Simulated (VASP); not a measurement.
Wanted: the native input for a VASP 6.6.1 run.

- Task: single point
- Functional: PBE
- Potentials or basis: VASP PAW PBE potentials, release 64 (Fe, O)
- Cutoff: 600 eV
- k mesh: 4 × 4 × 4
- Occupations: fermi-dirac, width 0.1 eV
- Spin: collinear spin, zero start
- Starting moments: [0.0, 0.0] μB
- Hubbard terms: Fe d U = 5.0 eV
- Dipole correction: no
- Further INCAR settings: ALGO = Normal; EDIFF = 1e-06; NBANDS = 18

The structure of FeO lies in POSCAR:

```
FeO
1.0
    0.0000000000      2.1217000000      2.1217000000
    2.1217000000      0.0000000000      2.1217000000
    2.1217000000      2.1217000000      0.0000000000
Fe O
1 1
Direct
    0.0000000000      0.0000000000      0.0000000000
    0.5000000000      0.5000000000      0.5000000000
```

One way to write it, as run:

INCAR

```
PREC     = Accurate       # precision mode
ENCUT    = 600            # plane-wave cutoff, eV
EDIFF    = 1E-6           # SCF threshold, eV
ISMEAR   = -1             # smearing method
SIGMA    = 0.1            # smearing width, eV
LREAL    = False          # projectors in reciprocal space
LASPH    = True           # aspherical terms in the spheres
NELM     = 200            # most SCF steps
ALGO     = Normal         # electronic algorithm
ISIF     = 2              # what is computed and relaxed
LWAVE    = False          # write WAVECAR
LCHARG   = True           # write CHGCAR
ISPIN    = 2              # spin polarisation
MAGMOM   = 0 0            # initial moments
LORBIT   = 11             # projections on sites
LMAXMIX  = 4              # l up to which the mixer works
LDAU     = True           # DFT+U
LDAUTYPE = 2            
LDAUL    = 2 -1           # shell
LDAUU    = 5 0            # U, eV
LDAUJ    = 0 0          
LDAUPRINT= 1            
GGA      = PE             # functional
LELF     = True           # ELF
LVHAR    = True         
NBANDS   = 18             # bands
GGA_COMPAT= False
```

KPOINTS

```
Automatic mesh
0
Gamma
  4 4 4
```

Potentials or basis: VASP PAW PBE potentials, release 64 (Fe, O).

Command:

```bash
$ cat potpaw_PBE.64/Fe/POTCAR potpaw_PBE.64/O/POTCAR > POTCAR
$ mpirun -np 1 vasp_std > vasp.out
```

Results of the run:

| Property | Result |
| --- | --- |
| Pressure | -10.3 GPa |
| Band gap on the k mesh | 2.81 eV, indirect (least direct gap 3.23 eV) |
| Net moment | 0.00 μB per cell |
| Valence electrons inside the program's atomic spheres | Fe 6.95; O 5.01 |

Caveat: the k points lie up to 0.64 Å⁻¹ apart.

It took 18 s on 1 thread of Intel(R) Xeon(R) Platinum 8488C (Sapphire Rapids), on a shared host, peak memory 0.15 GiB.
